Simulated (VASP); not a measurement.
# BN: single point with PBE+D3(BJ)

BN:

```
CELL_PARAMETERS angstrom
2.50644 0.00000 0.00000
-1.25322 2.17064 0.00000
0.00000 0.00000 6.61685
ATOMIC_POSITIONS crystal
B 0.36326 0.66667 0.25000
B 0.63674 0.33333 0.75000
N 0.30345 0.66667 0.75000
N 0.69655 0.33333 0.25000
```

```
Program             : VASP 6.6.1
Task                : single point
Functional          : PBE
Dispersion          : D3(BJ)
Potentials or basis : VASP PAW PBE potentials, release 64 (B, N)
Cutoff              : 600 eV
k mesh              : 12 × 12 × 4, shifted
Occupations         : gaussian, width 0.05 eV
Spin                : no spin polarisation
```

```yaml
Pressure: -0.1 GPa
Largest_force: 0.008 eV/Å
Band_gap_on_the_k_mesh: 4.06 eV (least direct gap 4.42 eV)
Dispersion_energy_per_atom: -0.141 eV
```

Forces on the atoms (eV/Å):
```
B   -0.006  0.001  0.000
B    0.006 -0.001  0.000
N    0.008  0.003  0.000
N   -0.008 -0.003  0.000
```

Stress tensor (GPa, compression positive):
```
-0.05  0.11  0.00
 0.11 -0.04  0.00
 0.00  0.00 -0.20
```

Levels at points of the mesh, in eV from the valence-band top:
| k point | band 6 | band 7 | band 8 | band 9 | band 10 | band 11 |
| --- | --- | --- | --- | --- | --- | --- |
| (0.04, 0.04, 0.12) | -1.81 | -1.63 | -1.60 | 5.56 | 9.97 | 11.37 |

Run time: 6 min on 1 thread of Intel Xeon 8259CL, with other jobs on the host, peak memory 0.37 GiB.

Caveat: a shifted mesh leaves out Γ, where band edges can lie. A k mesh can miss the band edges.
